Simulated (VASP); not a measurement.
A run of VASP 6.6.1 is set up as follows.

Contents of INCAR:

```
SYSTEM = Ti5C
PREC = Accurate
ENCUT = 1300
EDIFF = 1E-6
ISMEAR = 0
SIGMA = 0.1
LREAL = .False.
LASPH = .True.
NELM = 120
ALGO = Normal
ISIF = 2
LWAVE = .False.
LCHARG = .False.
GGA = PE
NBANDS = 41
GGA_COMPAT = .False.
```

The input KPOINTS:

```
Automatic mesh
0
Gamma
  4 4 4
  0 0 0
```

File POSCAR:

```
Ti5C
1.0
    0.0000000000      3.5622118700      3.5622118700
    3.5622118700      0.0000000000      3.5622118700
    3.5622118700      3.5622118700      0.0000000000
Ti C
5 1
Direct
    0.6021580300      0.6021580300      0.6021580300
    0.6021580300      0.6021580300      0.1935259200
    0.6021580300      0.1935259200      0.6021580300
    0.1935259200      0.6021580300      0.6021580300
    0.2500000000      0.2500000000      0.2500000000
    0.0000000000      0.0000000000      0.0000000000
```

Potentials or basis: VASP PAW PBE potentials, release 64 (Ti_sv, C_h).

The run is started by

```console
$ cat potpaw_PBE.64/Ti_sv/POTCAR potpaw_PBE.64/C_h/POTCAR > POTCAR
$ mpirun -np 1 vasp_std > vasp.out
```

(1) Estimate the band gap on the k mesh.

(2) What does it give for the pressure?

(3) Estimate the largest force.

Results:

(1) zero (bands 32 and 33 overlap by 0.89 eV).

(2) 21.5 GPa.

(3) 11.140 eV/Å.

Caveat: the k points lie up to 0.38 Å⁻¹ apart, too coarse for converged energies and pressures of a metal; atoms lie so close that the PAW spheres overlap strongly, which falsifies energies and pressures; forces of over 1 eV/Å act on the atoms, so gaps and moduli don't describe the material at rest.
